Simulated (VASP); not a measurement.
# Sr2AlPtC6N6: relaxation of cell and atoms with PBE

The system is Sr2AlPtC6N6.

```
Sr Al Pt C N
1.0
     0.00000    5.04950    5.04950
     5.04950    0.00000    5.04950
     5.04950    5.04950    0.00000
Sr Al Pt C N
2 1 1 6 6
Direct
  0.25000 0.25000 0.25000
  0.75000 0.75000 0.75000
  0.50000 0.50000 0.50000
  0.00000 0.00000 0.00000
  0.81018 0.18982 0.18982
  0.18982 0.81018 0.18982
  0.18982 0.18982 0.81018
  0.18982 0.81018 0.81018
  0.81018 0.18982 0.81018
  0.81018 0.81018 0.18982
  0.69433 0.30567 0.30567
  0.30567 0.69433 0.30567
  0.30567 0.30567 0.69433
  0.30567 0.69433 0.69433
  0.69433 0.30567 0.69433
  0.69433 0.69433 0.30567
```

```yaml
Program: VASP 6.6.1
Task: relaxation of cell and atoms
Functional: PBE
Potentials_or_basis: VASP PAW PBE potentials, release 64 (Sr_sv, Al, Pt, C, N)
Cutoff: 600 eV
k_mesh: 4 × 4 × 4
Occupations: gaussian, width 0.1 eV
Spin: no spin polarisation
Dipole_correction: no
Further_INCAR_settings: LREAL = Auto; ALGO = Normal; EDIFF = 1e-07; IBRION = 2; EDIFFG = -0.04; NSW = 90; ISIF = 3
```

The relaxed volume is 19.66 Å³/atom and the relaxed cell is a = 7.633 Å, b = 7.633 Å, c = 7.633 Å, α = 60.00°, β = 60.00°, γ = 60.00°. The space group after relaxing (to 0.1 Å) is Fm-3m (No. 225). The energy gained by relaxing is 158.7 meV/atom. The ionic steps are 9, the pressure after relaxing is 0.0 GPa and the largest force after relaxing is 0.024 eV/Å. The band gap on the k mesh is zero (an odd number of electrons rules out a gap without spin polarisation).

Forces on the atoms (eV/Å):
```
Sr   0.000  0.000  0.000
Sr   0.000  0.000  0.000
Al   0.000  0.000  0.000
Pt   0.000  0.000  0.000
C    0.016  0.000  0.000
C    0.000  0.016  0.000
C    0.000  0.000  0.016
C   -0.016  0.000  0.000
C    0.000 -0.016  0.000
C    0.000  0.000 -0.016
N   -0.024  0.000  0.000
N    0.000 -0.024  0.000
N    0.000  0.000 -0.024
N    0.024  0.000  0.000
N    0.000  0.024  0.000
N    0.000  0.000  0.024
```

The path:
```csv
step,energy change (eV),largest force (eV/Å),pressure (GPa),volume (Å³)
1,0.0000,3.7779,10.90,257.50
2,7.9193,10.4013,-15.00,300.51
3,-0.5223,3.9816,1.91,264.89
4,-0.5421,3.5405,2.97,263.79
5,-2.2672,1.4148,0.69,296.21
6,-2.5373,0.1871,0.41,312.88
7,-2.5378,0.2583,0.39,313.92
8,-2.4167,1.9725,-2.40,319.19
9,-2.5399,0.0242,0.04,314.53
```

Final structure:
```
CELL_PARAMETERS angstrom
0.00000 5.39770 5.39770
5.39770 0.00000 5.39770
5.39770 5.39770 0.00000
ATOMIC_POSITIONS crystal
Sr 0.25000 0.25000 0.25000
Sr 0.75000 0.75000 0.75000
Al 0.50000 0.50000 0.50000
Pt 0.00000 0.00000 0.00000
C 0.79058 0.20942 0.20942
C 0.20942 0.79058 0.20942
C 0.20942 0.20942 0.79058
C 0.20942 0.79058 0.79058
C 0.79058 0.20942 0.79058
C 0.79058 0.79058 0.20942
N 0.68111 0.31889 0.31889
N 0.31889 0.68111 0.31889
N 0.31889 0.31889 0.68111
N 0.31889 0.68111 0.68111
N 0.68111 0.31889 0.68111
N 0.68111 0.68111 0.31889
```

Levels at points of the mesh, in eV from the Fermi level:
```csv
k point,band 41,band 42,band 43,band 44,band 45,band 46,band 47,band 48
"(0.00, 0.00, 0.00)",-4.09,-1.03,-0.18,-0.18,0.61,0.61,0.61,0.62
"(0.50, 0.00, 0.00)",-3.85,-0.18,-0.06,-0.06,0.03,0.57,0.57,0.86
"(0.50, 0.50, 0.00)",-3.69,-0.19,-0.07,0.12,0.14,0.89,1.15,1.15
```

Run time: 21 min on 1 thread of Intel(R) Xeon(R) 6975P-C (Granite Rapids), on a shared host, peak memory 0.62 GiB.

Caveat: the volume moved by over 15 % at a fixed basis, so the end points are rough; spin-orbit coupling is left out, which moves the levels of the heavy elements.
